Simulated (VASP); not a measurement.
Here is a VASP 6.6.1 calculation.

Contents of INCAR:

```
SYSTEM = SnO
ALGO = Normal
EDIFF = 1E-6
ENCUT = 520
GGA = PS
ISIF = 2
ISMEAR = 0
LASPH = .True.
LCHARG = .True.
LELF = .True.
LREAL = .False.
LVHAR = .True.
LWAVE = .False.
NBANDS = 28
NELM = 60
PREC = Accurate
SIGMA = 0.01
```

The input KPOINTS:

```
k-points
0
Gamma
  3 3 3
  0 0 0
```

The input POSCAR:

```
SnO
1.0
    3.7986000000      0.0000000000      0.0000000000
    0.0000000000      3.7986000000      0.0000000000
    0.0000000000      0.0000000000      4.8408000000
Sn O
2 2
Direct
    0.5000000000      0.0000000000      0.2369000000
    0.0000000000      0.5000000000      0.7631000000
    0.0000000000      0.0000000000      0.0000000000
    0.5000000000      0.5000000000      0.0000000000
```

Potentials or basis: VASP PAW PBE potentials, release 64 (Sn_d, O).

The run is started by

```console
$ cat potpaw_PBE.64/Sn_d/POTCAR potpaw_PBE.64/O/POTCAR > POTCAR
$ mpirun -np 1 vasp_std > vasp.out
```

(1) What does it give for the band gap on the k mesh?

(2) Predict the pressure.

(3) Predict the largest force.

Results:

(1) 1.05 eV, indirect (least direct gap 2.04 eV).

(2) 0.6 GPa.

(3) 0.363 eV/Å.

Caveat: the k points lie up to 0.55 Å⁻¹ apart; the PAW data sets were made with another functional, which shifts forces and pressure a little; spin-orbit coupling is left out, which moves the levels of the heavy elements.
